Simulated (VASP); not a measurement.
Mg16HO15 (a cell with a defect), 32 atoms in the cell. The cell holds a defect, 32 atoms: a = 7.369 Å, b = 7.369 Å, c = 7.369 Å, α = 109.47°, β = 109.47°, γ = 109.47°. 

```yaml
Program: VASP 6.6.1
Task: single point
Functional: HSE06
Potentials_or_basis: VASP PAW PBE potentials, release 64 (Mg, O, H)
Cutoff: 520 eV
k_mesh: 1 × 1 × 1, shifted
Occupations: fermi-dirac, width 0.01 eV
Spin: no spin polarisation
Dipole_correction: no
Grid_for_exact_exchange_PRECFOCK: Fast
Charge: 1
Further_INCAR_settings: LREAL = Auto; ALGO = Normal; EDIFF = 1e-07; NBANDS = 84; NELECT = 122.0
Share_of_exact_exchange: 0.25
Screening_parameter: 0.2079 1/Å
```

Potentials or basis: VASP PAW PBE potentials, release 64 (Mg, O, H).

Launch:

```bash
$ cat potpaw_PBE.64/Mg/POTCAR potpaw_PBE.64/O/POTCAR potpaw_PBE.64/H/POTCAR > POTCAR
$ cp INCAR.step1 INCAR
$ mpirun -np 1 vasp_std > vasp.out
$ cp INCAR.step2 INCAR
$ mpirun -np 1 vasp_std > vasp.out
```

Hardware: 1 thread of Intel(R) Xeon(R) 6975P-C (Granite Rapids), on a shared host.

**Question.** How long does it take, and how much memory?

**Answer.** It took 3.6 min on 1 thread of Intel(R) Xeon(R) 6975P-C (Granite Rapids), with other jobs on the host, peak memory 0.55 GiB. Counts: k points 1.
